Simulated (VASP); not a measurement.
Crystal: Re.

```
Re
1.0
     2.77908    0.00000    0.00000
    -1.38954    2.40676    0.00000
     0.00000    0.00000    4.48773
Re
2
Direct
  0.66667 0.33333 0.75000
  0.33333 0.66667 0.25000
```

Program: VASP 6.6.1. Alike in all runs: task single point; no spin polarisation; cell as given; k mesh 11 × 11 × 6; cutoff (eV) 520; smearing fermi-dirac 0.05 eV.

Q: Order these runs on this cell by their pressure, lowest first.
A. level PBEsol; potentials or basis VASP PAW PBE potentials, release 64 (Re)
B. level LDA; potentials or basis VASP PAW LDA potentials, release 64 (Re)
C. level r2SCAN; potentials or basis VASP PAW PBE potentials, release 64 (Re)
D. level BLYP+D3(BJ); potentials or basis VASP PAW PBE potentials, release 64 (Re)
E. level revPBE; potentials or basis VASP PAW PBE potentials, release 64 (Re)

A: B (-15.9 GPa), A (-11.4 GPa), C (-7.8 GPa), D (-3.4 GPa), E (0.8 GPa).

Caveats: the PAW data sets were made with another functional, which shifts forces and pressure a little (some runs); pairwise dispersion overbinds metals, which lowers pressure and volume (some runs).
